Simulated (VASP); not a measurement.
A run of VASP 6.6.1:

File INCAR:

```
PREC     = Accurate       # precision mode
ENCUT    = 520            # plane-wave cutoff, eV
EDIFF    = 1E-6           # SCF threshold, eV
ISMEAR   = 0              # smearing method
SIGMA    = 0.15           # smearing width, eV
LREAL    = F              # projectors in reciprocal space
LASPH    = T              # aspherical terms in the spheres
NELM     = 60             # most SCF steps
ALGO     = Fast           # electronic algorithm
ISIF     = 2              # what is computed and relaxed
LWAVE    = F              # write WAVECAR
LCHARG   = T              # write CHGCAR
GGA      = PS             # functional
LELF     = T              # ELF
LVHAR    = T            
NBANDS   = 18             # bands
```

Contents of KPOINTS:

```
Automatic mesh
0
Gamma
  16 16 16
```

POSCAR

```
ZnAu
1.0
    3.0962330580      0.0000000000      0.0000000000
    0.0000000000      3.0962330580      0.0000000000
    0.0000000000      0.0000000000      3.2510447109
Zn Au
1 1
Direct
    0.5000000000      0.5000000000      0.5000000000
    0.0000000000      0.0000000000      0.0000000000
```

Potentials or basis: VASP PAW PBE potentials, release 64 (Zn, Au).

Run with:

```console
$ cat potpaw_PBE.64/Zn/POTCAR potpaw_PBE.64/Au/POTCAR > POTCAR
$ mpirun -np 1 vasp_std > vasp.out
```

Hardware: 1 thread of AMD EPYC 9R45 (Zen 5), with other jobs on the host.

Question: How long does it take, and how much memory?

Answer: Run time: 3 min on 1 thread of AMD EPYC 9R45 (Zen 5), on a shared host, peak memory 0.3 GiB. Counts: scf iterations 14, k points 405.
